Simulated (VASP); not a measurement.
**HfC: single point with PBE**

Crystal: HfC.

```
Hf C
1.0
     0.00000    2.34040    2.34040
     2.34040    0.00000    2.34040
     2.34040    2.34040    0.00000
Hf C
1 1
Direct
  0.50000 0.50000 0.50000
  0.00000 0.00000 0.00000
```

This cell differs from its parent crystal: volume scaled by 1.02.

```
Program             : VASP 6.6.1
Task                : single point
Functional          : PBE
Potentials or basis : VASP PAW PBE potentials, release 64 (Hf_pv, C)
Cutoff              : 520 eV
k mesh              : 10 × 10 × 10
Occupations         : gaussian, width 0.1 eV
Spin                : collinear spin, ferromagnetic start
Starting moments    : [1.0, 0.0] μB
Fixed moment        : 1 μB
```

| Item | Value |
| --- | --- |
| Pressure | -0.6 GPa |
| Net moment | 1.00 μB per cell |
| Site moments | Hf +0.37; C +0.27 μB |
| Valence electrons inside the program's atomic spheres | Hf 8.54; C 2.36 |

Wall time 46 s on 1 thread of AMD EPYC 9R45 (Zen 5), with other jobs on the host, peak memory 0.16 GiB.

Caveat: the total moment is fixed, so each spin has its own Fermi level.
